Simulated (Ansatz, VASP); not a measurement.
# Sr in VASP and in Ansatz

```xyz
4
Lattice="4.2697 0.0000 0.0000 0.0000 4.2697 0.0000 0.0000 0.0000 29.0574" Properties=species:S:1:pos:R:3 pbc="T T T"
Sr    1.0674    1.0674   10.0000
Sr    3.2023    3.2023   13.0191
Sr    1.0674    1.0674   16.0383
Sr    3.2023    3.2023   19.0574
```

Alike in both runs: task single point; functional PBE; k mesh 9 × 9 × 1; occupations fermi-dirac, width 0.05 eV; no spin polarisation.

|  | VASP | Ansatz |
| --- | --- | --- |
| version | VASP 6.6.1 | Ansatz 0.2.0 |
| potentials or method | VASP PAW PBE potentials, release 64 (Sr_sv), cutoff 520 eV | all-electron LAPW, scalar-relativistic |

|  | VASP | Ansatz | Ansatz less VASP |
| --- | --- | --- | --- |
| rms of the force components (eV/Å) | 0.030 | 0.030 | +0.0004 |

Atom by atom the forces differ by 0.001 eV/Å (rms over components). Ansatz ran all-electron here, and VASP with PAW potentials.
